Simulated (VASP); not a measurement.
Wanted: the native input for a VASP 6.6.1 run.

* Task: single point
* Functional: r2SCAN
* Potentials or basis: VASP PAW PBE potentials, release 64 (Ti_sv, Ca_sv, P)
* Cutoff: 520 eV
* k mesh: 6 × 6 × 4
* Occupations: methfessel-paxton, width 0.1649 eV
* Spin: no spin polarisation
* Dipole correction: no
* Further INCAR settings: ALGO = Normal; EDIFF = 1e-06; NBANDS = 30

Crystal: CaTi2P2.

```
CELL_PARAMETERS angstrom
2.00691 3.47607 0.00000
-2.00691 3.47607 0.00000
0.00000 0.00000 7.08482
ATOMIC_POSITIONS crystal
Ti 0.33333 0.33333 0.62112
Ti 0.66667 0.66667 0.37888
Ca 0.00000 0.00000 0.00000
P 0.33333 0.33333 0.26097
P 0.66667 0.66667 0.73903
```

One way to write it, as run:

POSCAR

```
CaTi2P2
1.0
    2.0069127506      3.4760748504      0.0000000000
   -2.0069127506      3.4760748504      0.0000000000
    0.0000000000      0.0000000000      7.0848222129
Ti Ca P
2 1 2
Direct
    0.3333333333      0.3333333333      0.6211208330
    0.6666666667      0.6666666667      0.3788791670
    0.0000000000      0.0000000000      0.0000000000
    0.3333333333      0.3333333333      0.2609702325
    0.6666666667      0.6666666667      0.7390297675
```

INCAR.step1

```
SYSTEM = CaTi2P2
ALGO = Normal ; EDIFF = 1E-4
ENCUT = 520 ; GGA = PE
ISMEAR = 1 ; LASPH = .TRUE.
LCHARG = .FALSE. ; LREAL = .FALSE.
LWAVE = .TRUE. ; NBANDS = 30
NELM = 100 ; PREC = Accurate
SIGMA = 0.1649
```

INCAR.step2

```
SYSTEM = CaTi2P2
ALGO = Normal ; EDIFF = 1E-6
ENCUT = 520 ; ISIF = 2
ISMEAR = 1 ; ISTART = 1
LASPH = .TRUE. ; LCHARG = .FALSE.
LMIXTAU = .TRUE. ; LREAL = .FALSE.
LWAVE = .FALSE. ; METAGGA = R2SCAN
NBANDS = 30 ; NELM = 100
PREC = Accurate ; SIGMA = 0.1649
```

KPOINTS

```
k-points
0
G
  6 6 4
  0 0 0
```

Potentials or basis: VASP PAW PBE potentials, release 64 (Ti_sv, Ca_sv, P).

Launch:

```sh
$ cat potpaw_PBE.64/Ti_sv/POTCAR potpaw_PBE.64/Ca_sv/POTCAR potpaw_PBE.64/P/POTCAR > POTCAR
$ cp INCAR.step1 INCAR
$ mpirun -np 1 vasp_std > vasp.out
$ cp INCAR.step2 INCAR
$ mpirun -np 1 vasp_std > vasp.out
```

It gave:

```
Pressure               : 0.2 GPa
Largest force          : 0.009 eV/Å
Band gap on the k mesh : zero (band 22 reaches 6.49 eV, above the bottom of band 23 at 6.28 eV)
```

Caveat: the PAW data sets were made with another functional, which shifts forces and pressure a little.

Wall time 3.6 min on 1 thread of Intel(R) Xeon(R) Platinum 8488C (Sapphire Rapids), on a shared host, peak memory 0.26 GiB.
